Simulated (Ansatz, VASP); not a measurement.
## Si5Ge: VASP beside Ansatz

The input INCAR:

```
SYSTEM = Si5Ge
PREC = Accurate ; ENCUT = 600
EDIFF = 1E-6 ; ISMEAR = 0
SIGMA = 0.1 ; LREAL = .FALSE.
LASPH = .TRUE. ; NELM = 80
ALGO = Normal ; ISIF = 3
LWAVE = .FALSE. ; LCHARG = .FALSE.
GGA = PE ; IBRION = 2
NSW = 90 ; EDIFFG = -0.04
```

File KPOINTS:

```
regular mesh
0
G
  6 6 1
  0 0 0
```

POSCAR

```
Si5Ge
1.0
    2.6994667500      0.0000000000      0.0000000000
   -1.3497333700      2.3378067800      0.0000000000
    0.0000000000      0.0000000000     15.0953998400
Si Ge
5 1
Direct
    0.3333333300      0.6666666700      0.8333333300
    0.3333333300      0.6666666700      0.1666666700
    0.6666666700      0.3333333300      0.0000000000
    0.6666666700      0.3333333300      0.3333333300
    0.6666666700      0.3333333300      0.6666666700
    0.3333333300      0.6666666700      0.5000000000
```

Input for Ansatz:

```yaml
crystal:
  lattice:
    - [2.69946675, 0.0, 0.0]
    - [-1.34973337, 2.33780678, 0.0]
    - [0.0, 0.0, 15.09539984]
  atoms:
    - { symbol: Si, position: [0.33333333, 0.66666667, 0.83333333] }
    - { symbol: Si, position: [0.33333333, 0.66666667, 0.16666667] }
    - { symbol: Si, position: [0.66666667, 0.33333333, 0.0] }
    - { symbol: Si, position: [0.66666667, 0.33333333, 0.33333333] }
    - { symbol: Si, position: [0.66666667, 0.33333333, 0.66666667] }
    - { symbol: Ge, position: [0.33333333, 0.66666667, 0.5] }
basis:
  ecutwfc: 420
kpoints:
  mp_grid: { grid: [6, 6, 1] }
hamiltonian:
  xc: pbe
scf:
  occupations: { method: gaussian, width: 0.1 }
  lower_state_search: "off"
output:
  forces: true
  stress: true
  eigenvalues: true
relax:
  adjacent_minimum: "off"
  f_tol: 0.04
  max_steps: 70
  cell: { stress_tol: 0.4 }
```

Alike in both runs: task relaxation of cell and atoms; functional PBE; k mesh 6 × 6 × 1; occupations gaussian, width 0.1 eV; no spin polarisation.

|  | VASP | Ansatz |
| --- | --- | --- |
| version | VASP 6.6.1 | Ansatz 0.2.0 |
| potentials or method | VASP PAW PBE potentials, release 64 (Si, Ge_d), cutoff 600 eV | scalar-relativistic, plane waves, PAW |
| valence electrons in the cell | 34 | 34 |

```tsv
	VASP	Ansatz	Ansatz less VASP
gap on the k mesh at the Fermi level, each at its own relaxed structure (eV)	none	none	-
relaxed volume (Å³/atom)	15.72	15.86	+0.145
relaxed cell length with the largest relative difference (Å)	15.271	15.408	+0.1371
```

A gap of «none» marks a metal or a gap that the smearing closes.

The k mesh is coarse, so the values compare programs but aren't converged. Noted on VASP's run: too few bands were computed for a metal, which touches its energy and stress.
